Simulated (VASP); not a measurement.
# BN (Fmm2) in VASP: a series of runs

The runs below take BN through single point, with r2SCAN.

All numbers are computed with VASP 6.6.1; they aren't measurements. Logs are shortened: lines on timing, memory, paths and dates and some standing lists are left out, and cuts for length are marked.

### Step 1. The cell of the first run

The structure is orthorhombic, space group Fmm2 (No. 42). Conventional cell: a = 2.427 Å, b = 6.986 Å, c = 4.358 Å, α = 90.00°, β = 90.00°, γ = 90.00°. Within 1.9 Å of B (site symmetry mm2) lie 3 N at 1.42 to 1.44 Å. Within 1.9 Å of N (site symmetry mm2) lie 3 B at 1.42 to 1.44 Å.

### Step 2. Single point, r2SCAN (uniaxial strain along a: -3.0 %, then relaxed in part)

POSCAR reads:

```
BN
1.0
    2.4265486333      0.0000000000      0.0000000000
    0.0000000000      6.9863891291      0.0000000000
    0.0000000000      0.0000000000      4.3580849843
B N
4 4
Direct
    0.5000000000      0.0000000000      0.4987526603
    0.5000000000      0.5000000000     -0.0012473397
    0.0000000000      0.0000000000     -0.0012473397
    0.0000000000      0.5000000000      0.4987526603
    0.5000000000      0.0000000000      0.1679473297
    0.5000000000      0.5000000000      0.6679473297
    0.0000000000      0.0000000000      0.6679473297
    0.0000000000      0.5000000000      0.1679473297
```

INCAR.step1 reads:

```
SYSTEM = BN
PREC = Accurate ; ENCUT = 520
ISMEAR = 0 ; SIGMA = 0.02
LREAL = .FALSE. ; LASPH = .TRUE.
NELM = 80 ; NBANDS = 26
GGA = PE ; ALGO = Normal
EDIFF = 1E-4 ; LWAVE = .TRUE.
LCHARG = .FALSE.
```

INCAR.step2 reads:

```
SYSTEM = BN
PREC = Accurate ; ENCUT = 520
EDIFF = 1E-7 ; ISMEAR = 0
SIGMA = 0.02 ; LREAL = .FALSE.
LASPH = .TRUE. ; NELM = 80
ALGO = Normal ; ISIF = 2
LWAVE = .FALSE. ; LCHARG = .FALSE.
METAGGA = R2SCAN ; LMIXTAU = .TRUE.
NBANDS = 26 ; ISTART = 1
```

KPOINTS reads:

```
Automatic mesh
0
G
  10 4 6
  0 0 0
```

Potentials or basis: VASP PAW PBE potentials, release 64 (B, N).

Command:

```
$ cat potpaw_PBE.64/B/POTCAR potpaw_PBE.64/N/POTCAR > POTCAR
$ cp INCAR.step1 INCAR
$ mpirun -np 1 vasp_std > vasp.out
$ cp INCAR.step2 INCAR
$ mpirun -np 1 vasp_std > vasp.out
```

OUTCAR:

```text
SYSTEM = BN
   PREC = Accurate
   ENCUT = 520
   EDIFF = 1E-7
   ISMEAR = 0
   LREAL = .FALSE.
   LASPH = .TRUE.
   NELM = 80
   ISIF = 2
   METAGGA = R2SCAN
   ISTART = 1

 ion  position               nearest neighbor table
   1  0.500  0.000  0.499-   7 1.42   7 1.42   5 1.44
   2  0.500  0.500  0.999-   8 1.42   8 1.42   6 1.44
   3  0.000  0.000  0.999-   5 1.42   5 1.42   7 1.44
   4  0.000  0.500  0.499-   6 1.42   6 1.42   8 1.44
   5  0.500  0.000  0.168-   3 1.42   3 1.42   1 1.44
   6  0.500  0.500  0.668-   4 1.42   4 1.42   2 1.44
   7  0.000  0.000  0.668-   1 1.42   1 1.42   3 1.44
   8  0.000  0.500  0.168-   2 1.42   2 1.42   4 1.44

  LATTYP: Found a simple orthorhombic cell.
 ALAT       =     2.4265486333
 B/A-ratio  =     1.7960014996
 C/A-ratio  =     2.8791465513

  Lattice vectors:

 A1 = (  -2.4265486333,   0.0000000000,   0.0000000000)
 A2 = (   0.0000000000,   0.0000000000,   4.3580849843)
 A3 = (   0.0000000000,   6.9863891291,   0.0000000000)

Analysis of symmetry for initial positions (statically):
=====================================================================
 Subroutine PRICEL returns following result:

  LATTYP: Found a face centered orthorhombic cell.
 ALAT       =     2.4265486333
 B/A-ratio  =     1.7960014996
 C/A-ratio  =     2.8791465513

  Lattice vectors:

 A1 = (   0.0000000000,   3.4931945646,  -2.1790424921)
 A2 = (   1.2132743167,   3.4931945646,   0.0000000000)
 A3 = (   1.2132743167,   0.0000000000,  -2.1790424921)

   4 primitive cells build up your supercell.

 Routine SETGRP: Setting up the symmetry group for a
 simple orthorhombic supercell.

 Subroutine GETGRP returns: Found  4 space group operations
 (whereof  4 operations were pure point group operations)
 out of a pool of  8 trial point group operations.

The static configuration has the point symmetry C_2v.

Analysis of symmetry for dynamics (positions and initial velocities):
=====================================================================
 Subroutine PRICEL returns following result:

  LATTYP: Found a face centered orthorhombic cell.
 ALAT       =     2.4265486333
 B/A-ratio  =     1.7960014996
 C/A-ratio  =     2.8791465513

  Lattice vectors:

 A1 = (   0.0000000000,   3.4931945646,  -2.1790424921)
 A2 = (   1.2132743167,   3.4931945646,   0.0000000000)
 A3 = (   1.2132743167,   0.0000000000,  -2.1790424921)

   4 primitive cells build up your supercell.

 Routine SETGRP: Setting up the symmetry group for a
 simple orthorhombic supercell.

 Subroutine GETGRP returns: Found  4 space group operations
 (whereof  4 operations were pure point group operations)
 out of a pool of  8 trial point group operations.

The dynamic configuration has the point symmetry C_2v.

 Subroutine INISYM returns: Found  4 space group operations
 (whereof  4 operations are pure point group operations),
 and found     4 'primitive' translations

----------------------------------------------------------------------------------------

                                     Primitive cell

  volume of cell :      18.4704

  direct lattice vectors                    reciprocal lattice vectors
     0.000000000  3.493194565 -2.179042492    -0.412107957  0.143135457 -0.229458582
     1.213274317  3.493194565  0.000000000     0.412107957  0.143135457  0.229458582
     1.213274317  0.000000000 -2.179042492     0.412107957 -0.143135457 -0.229458582

  length of vectors
     4.117114821  3.697897083  2.494045058     0.492921868  0.492921868  0.492921868

  position of ions in fractional coordinates (direct lattice)
     0.001247340  0.998752660  0.001247340
     0.332052670  0.667947330  0.332052670

  ion indices of the primitive-cell ions
   primitive index   ion index
                 1           1
                 2           5

----------------------------------------------------------------------------------------

 KPOINTS: Automatic mesh

Automatic generation of k-mesh.
 Grid dimensions read from file:
 generate k-points for:   10    4    6

 Generating k-lattice:

  Cartesian coordinates                     Fractional coordinates (reciprocal lattice)
     0.041210796  0.000000000  0.000000000     0.100000000  0.000000000  0.000000000
     0.000000000  0.035783864  0.000000000     0.000000000  0.250000000  0.000000000
     0.000000000  0.000000000  0.038243097     0.000000000  0.000000000  0.166666667

  Length of vectors
     0.041210796  0.035783864  0.038243097

  Shift w.r.t. Gamma in fractional coordinates (k-lattice)
     0.000000000  0.000000000  0.000000000

 Subroutine IBZKPT returns following result:
 ===========================================

 Found     72 irreducible k-points:

 Following reciprocal coordinates:
            Coordinates               Weight
  0.000000  0.000000  0.000000      1.000000
  0.100000  0.000000  0.000000      2.000000
  0.200000  0.000000  0.000000      2.000000
  0.300000  0.000000  0.000000      2.000000
  0.400000  0.000000  0.000000      2.000000
  0.500000  0.000000  0.000000      1.000000
[... 16 lines left out ...]
  0.400000  0.000000  0.166667      4.000000
  0.500000  0.000000  0.166667      2.000000
 [... further k-points ...]
   k-points           NKPTS =     72   k-points in BZ     NKDIM =     72   number of bands    NBANDS=     26
   number of dos      NEDOS =    301   number of ions     NIONS =      8
   total plane-waves  NPLWV =  31104
   dimension x,y,z NGX =    18 NGY =   54 NGZ =   32
   dimension x,y,z NGXF=    36 NGYF=  108 NGZF=   64
   ions per type =               4   4
   NGX,Y,Z   is equivalent  to a cutoff of  12.33, 12.85, 12.21 a.u.
   NGXF,Y,Z  is equivalent  to a cutoff of  24.66, 25.70, 24.41 a.u.
 SYSTEM =  BN
   PREC   = accura    normal or accurate (medium, high low for compatibility)
   ISTART =      1    job   : 0-new  1-cont  2-samecut
   ICHARG =      0    charge: 1-file 2-atom 10-const
   ISPIN  =      1    spin polarized calculation?
   LNONCOLLINEAR =      F non collinear calculations
   LSORBIT =      F    spin-orbit coupling
   LASPH  =      T    aspherical Exc in radial PAW
   ENCUT  =  520.0 eV  38.22 Ry    6.18 a.u.   4.51 12.99  8.10*2*pi/ulx,y,z
   NELM   =     80;   NELMIN=  2; NELMDL=  0     # of ELM steps
   EDIFF  = 0.1E-06   stopping-criterion for ELM
   LREAL  =      F    real-space projection
   EDIFFG = 0.1E-05   stopping-criterion for IOM
   NSW    =      0    number of steps for IOM
   IBRION =     -1    ionic relax: 0-MD 1-quasi-New 2-CG
   NFREE  =      0    steps in history (QN), initial steepest desc. (CG)
   ISIF   =      2    stress and relaxation
   ISYM   =      2    0-nonsym 1-usesym 2-fastsym
   POTIM  = 0.5000    time-step for ionic-motion
   TEBEG  =    0.0;   TEEND  =   0.0 temperature during run
   PSTRESS=    0.0 pullay stress
   NELECT =      32.0000    total number of electrons
   NUPDOWN=      -1.0000    fix difference up-down
   EMIN   =  10.00;   EMAX   =-10.00  energy-range for DOS
   EFERMI =   0.00;   METHOD = LEGACY
   ISMEAR =     0;   SIGMA  =   0.02  broadening in eV -4-tet -1-fermi 0-gaus
   EFERMI_NEDOS =   21; number of points for ismear=-14 and -15
   IALGO  =     38    algorithm
   IMIX   =      4    mixing-type and parameters
     AMIX     =   0.40;   BMIX     =  1.00
     AMIX_MAG =   1.60;   BMIX_MAG =  1.00
  volume/ion in A,a.u.               =       9.24        62.32
  Fermi-wavevector in a.u.,A,eV,Ry     =   1.238642  2.340693 20.874508  1.534233
  Thomas-Fermi vector in A             =   2.373158
   LORBIT       =      0    0 simple, 1 ext, 2 COOP (PROOUT), +10 PAW based schemes
   METAGGA = R2SCAN    functional components
   LHFCALC =     F    Hartree Fock is set to
   AEXX    =    0.0000 exact exchange contribution
   IVDW    =     0    specifies the selected vdW correction
   LEPSILON=     F    determine dielectric tensor
   LRPA    =     F    only Hartree local field effects (RPA)
 non-spin polarized calculation
 Gauss-broadening in eV      SIGMA  =   0.02
  energy-cutoff  :      520.00
  volume of cell :       73.88
 maximum number of plane-waves:      2016
   NGX =  9   NGY = 25   NGZ = 17

 number of electron      32.0000001 magnetization

 Free energy of the ion-electron system (eV)
  ---------------------------------------------------
  ext. energy  EPLUGINS =         0.00000000
  ---------------------------------------------------
  free energy    TOTEN  =       -76.98574089 eV

  energy without entropy =      -76.98574089  energy(sigma->0) =      -76.98574089

 E-fermi :   2.1228     XC(G=0): -10.4808

 val. band max:        1.9506411560   @ k =   0.3000   0.0000   0.0000
 cond. band min:       6.0940063651   @ k =   0.0000   0.0000   0.0000
 fundamental gap:      4.1433652092
 Fermi energy:         2.1227826321

 k-point     1 :       0.0000    0.0000    0.0000
  band No.  band energies     occupation
      1     -17.2199      2.00000
      2     -17.0290      2.00000
      3     -14.0589      2.00000
      4     -13.9553      2.00000
      5      -7.8281      2.00000
      6      -7.6416      2.00000
[... 18 lines left out ...]
     25      14.6779      0.00000
     26      14.7805      0.00000

 k-point     2 :       0.1000    0.0000    0.0000
  band No.  band energies     occupation
      1     -17.0559      2.00000
      2     -16.8685      2.00000
      3     -13.9415      2.00000
      4     -13.8418      2.00000
      5      -7.6969      2.00000
      6      -7.5163      2.00000
[... 18 lines left out ...]
     25      14.7570      0.00000
[... 608 lines left out ...]
     25      15.0026      0.00000
     26      15.4720      0.00000

 k-point    24 :       0.5000    0.0000    0.1667
  band No.  band energies     occupation
      1     -13.8362      2.00000
      2     -13.8362      2.00000
      3     -13.7685      2.00000
      4     -13.7685      2.00000
      5      -6.7754      2.00000
      6      -6.7754      2.00000
[... 18 lines left out ...]
     25      15.9021      0.00000
     26      15.9021      0.00000

 [... further k-points ...]

------------------------ aborting loop because EDIFF is reached ----------------------------------------

  FORCE on cell =-STRESS in cart. coord.  units (eV):
  Direction    XX          YY          ZZ          XY          YZ          ZX
  --------------------------------------------------------------------------------------
  -------------------------------------------------------------------------------------
  Total       12.6313807     -0.1307415      0.3316342      0.0000000      0.0000000      0.0000000
  in kB      273.9201255     -2.8352189      7.1917139      0.0000000      0.0000000      0.0000000
  external PRESSURE =      92.7588735 kB  Pullay stress =       0.0000000 kB

 VOLUME and BASIS-vectors are now :
 -----------------------------------------------------------------------------
  energy-cutoff  :      520.00
  volume of cell :       73.88
      direct lattice vectors                 reciprocal lattice vectors
     2.426548633  0.000000000  0.000000000     0.412107957  0.000000000  0.000000000
     0.000000000  6.986389129  0.000000000     0.000000000  0.143135457  0.000000000
     0.000000000  0.000000000  4.358084984     0.000000000  0.000000000  0.229458582

 POSITION                                       TOTAL-FORCE (eV/Angst)
 -----------------------------------------------------------------------------------
      1.21327      0.00000      2.17361         0.000000     -0.000000     -0.003085
      1.21327      3.49319      4.35265        -0.000000     -0.000000     -0.003085
      0.00000      0.00000      4.35265         0.000000      0.000000     -0.003085
      0.00000      3.49319      2.17361        -0.000000      0.000000     -0.003085
      1.21327      0.00000      0.73193        -0.000000      0.000000      0.003085
      1.21327      3.49319      2.91097        -0.000000     -0.000000      0.003085
      0.00000      0.00000      2.91097        -0.000000      0.000000      0.003085
      0.00000      3.49319      0.73193        -0.000000     -0.000000      0.003085
 -----------------------------------------------------------------------------------
    total drift:                                0.000000      0.000000      0.003114

  FREE ENERGIE OF THE ION-ELECTRON SYSTEM (eV)
  ---------------------------------------------------
  free  energy   TOTEN  =       -76.9857408901 eV

  energy  without entropy=      -76.9857408901  energy(sigma->0) =      -76.98574089
```

Wall time 3.4 min (1 thread of Intel Xeon 6975P-C (Granite Rapids), shared host); peak memory 0.24 GiB.

Results:

- Free energy: -76.9857 eV
- Pressure: 9.3 GPa
- Largest force: 0.003 eV/Å
- Band gap on the k mesh: 4.14 eV

Forces in eV/Å, atoms in the order of the input:
```
B    0.000  0.000 -0.003
B    0.000  0.000 -0.003
B    0.000  0.000 -0.003
B    0.000  0.000 -0.003
N    0.000  0.000  0.003
N    0.000  0.000  0.003
N    0.000  0.000  0.003
N    0.000  0.000  0.003
```

Caveat: the cell differs from its parent crystal (uniaxial strain along a: -3.0 %, then relaxed in part); the stress differs along the axes, from -0 to 27 GPa; the PAW data sets were made with another functional, which shifts forces and pressure a little. A k mesh can miss the band edges.

### Step 3. Single point, r2SCAN (uniaxial strain along a: -3.0 %)

POSCAR reads:

```
BN
1.0
    2.4265486333      0.0000000000      0.0000000000
    0.0000000000      7.0170903500      0.0000000000
    0.0000000000      0.0000000000      4.3613635430
B N
4 4
Direct
    0.5000000000      0.0000000000      0.4994433934
    0.5000000000      0.5000000000     -0.0005566066
    0.0000000000      0.0000000000     -0.0005566066
    0.0000000000      0.5000000000      0.4994433934
    0.5000000000      0.0000000000      0.1672565966
    0.5000000000      0.5000000000      0.6672565966
    0.0000000000      0.0000000000      0.6672565966
    0.0000000000      0.5000000000      0.1672565966
```

INCAR.step1 reads:

```
PREC = Accurate
ENCUT = 520
ISMEAR = 0
SIGMA = 0.02
LREAL = False
LASPH = True
NELM = 80
NBANDS = 26
GGA = PE
ALGO = Normal
EDIFF = 1E-4
LWAVE = True
LCHARG = False
```

INCAR.step2 reads:

```
PREC = Accurate
ENCUT = 520
EDIFF = 1E-7
ISMEAR = 0
SIGMA = 0.02
LREAL = False
LASPH = True
NELM = 80
ALGO = Normal
ISIF = 2
LWAVE = False
LCHARG = False
METAGGA = R2SCAN
LMIXTAU = True
NBANDS = 26
ISTART = 1
```

KPOINTS reads:

```
Automatic mesh
0
Gamma
  10 4 6
```

Potentials or basis: VASP PAW PBE potentials, release 64 (B, N).

Command:

```
$ cat potpaw_PBE.64/B/POTCAR potpaw_PBE.64/N/POTCAR > POTCAR
$ cp INCAR.step1 INCAR
$ mpirun -np 1 vasp_std > vasp.out
$ cp INCAR.step2 INCAR
$ mpirun -np 1 vasp_std > vasp.out
```

Run time: 3.6 min. Hardware: 1 thread of Intel Xeon 6975P-C (Granite Rapids), shared host; peak memory 0.24 GiB.

It converged, with:

```
Free energy            : -76.9824 eV
Pressure               : 9.0 GPa
Largest force          : 0.277 eV/Å
Band gap on the k mesh : 4.21 eV
```

Forces on the atoms (eV/Å):
```
B    0.000  0.000 -0.277
B    0.000  0.000 -0.277
B    0.000  0.000 -0.277
B    0.000  0.000 -0.277
N    0.000  0.000  0.277
N    0.000  0.000  0.277
N    0.000  0.000  0.277
N    0.000  0.000  0.277
```

Stress tensor (GPa, compression positive):
```
27.95  0.00  0.00
 0.00 -0.37  0.00
 0.00  0.00 -0.48
```

Levels at points of the mesh, in eV from the valence-band top:
```
           k point  band 12  band 13  band 14  band 15  band 16  band 17  band 18  band 19  band 20  band 21
(0.00, 0.00, 0.00)    -1.64    -1.62    -1.29    -1.27    -0.82     4.21     5.08     6.43    10.18    10.79
(0.50, 0.00, 0.00)    -6.29    -1.60    -1.60    -0.79    -0.79     6.30     6.30     6.59     6.59    10.95
(0.00, 0.50, 0.00)    -1.63    -1.33    -1.33    -1.28    -1.28     5.12     5.12     7.27     7.27    11.56
(0.50, 0.50, 0.00)    -6.34    -1.20    -1.20    -1.20    -1.20     6.34     6.34     6.34     6.34    12.31
(0.00, 0.00, 0.50)    -3.35    -2.89    -2.89    -2.86    -2.86     7.04     7.04     8.82     8.82    10.87
(0.50, 0.00, 0.50)    -4.69    -1.03    -1.03    -1.03    -1.03     5.53     5.53     5.53     5.53    10.29
(0.00, 0.50, 0.50)    -4.15    -2.87    -2.87    -2.87    -2.87     8.35     8.35     8.35     8.35    11.27
(0.50, 0.50, 0.50)    -4.69    -0.99    -0.99    -0.99    -0.99     5.33     5.33     5.33     5.33    10.48
```

Caveat: the cell differs from its parent crystal (uniaxial strain along a: -3.0 %); the stress differs along the axes, from -0 to 28 GPa; the PAW data sets were made with another functional, which shifts forces and pressure a little. A k mesh can miss the band edges.
